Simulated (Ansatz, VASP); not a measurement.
# One calculation of RbBr, two programs

```
Rb Br
1.0
     4.16425    0.00000    0.00000
     0.00000    4.16425    0.00000
     0.00000    0.00000    4.11517
Rb Br
1 1
Direct
  0.00000 0.00000 0.00000
  0.50000 0.50000 0.50000
```

Change from the starting cell: epitaxial_xy strain +0.9%.

Alike in both runs: task single point; functional r2SCAN; k mesh 6 × 6 × 6; no spin polarisation.

|  | VASP | Ansatz |
| --- | --- | --- |
| version | VASP 6.6.1 | Ansatz 0.2.0 |
| potentials or method | VASP PAW PBE potentials, release 64 (Rb_sv, Br) | plane waves, PAW |
| plane-wave cutoff (eV) | 520 | 500 |
| occupations | gaussian, width 0.01 eV | fixed |
| valence electrons in the cell | 16 | 16 |

|  | VASP | Ansatz | Ansatz less VASP |
| --- | --- | --- | --- |
| gap on the k mesh at the Fermi level (eV) | 4.74 | 4.73 | -0.003 |
| pressure (GPa) | -0.2 | -0.2 | -0.02 |
| traceless stress, the component that is largest in VASP (GPa) | 0.24 | 0.24 | 0.000 |

VASP's potentials were made for PBE, not for r2SCAN.
